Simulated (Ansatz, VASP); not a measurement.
## Two plane-wave programs on Cu

```xyz
1
Lattice="-1.4428 1.4428 1.3761 1.4428 -1.4428 1.3761 1.4428 1.4428 -1.3761" Properties=species:S:1:pos:R:3 pbc="T T T"
Cu    0.0000    0.0000    0.0000
```

Alike in both runs: task single point; functional PBE0; k mesh 6 × 6 × 6; occupations fermi-dirac, width 0.05 eV; no spin polarisation.

```csv
,VASP,Ansatz
version,VASP 6.6.1,Ansatz 0.2.0
potentials or method,"VASP PAW PBE potentials, release 64 (Cu)",Ansatz PAW
plane-wave cutoff (eV),520,420
valence electrons in the cell,11,19
```

|  | VASP | Ansatz | Ansatz less VASP |
| --- | --- | --- | --- |
| gap on the k mesh at the Fermi level (eV) | none | none | - |
| pressure (GPa) | 7.3 | 7.1 | -0.24 |
| traceless stress, the component that is largest in VASP (GPa) | -2.46 | -2.42 | +0.031 |

A gap of «none» marks a metal or a gap that the smearing closes. VASP's potentials hold 11 valence electrons a cell and Ansatz's 19, so a difference there can come from the potentials and not from the codes.

The k mesh is coarse, so the values compare programs but aren't converged.
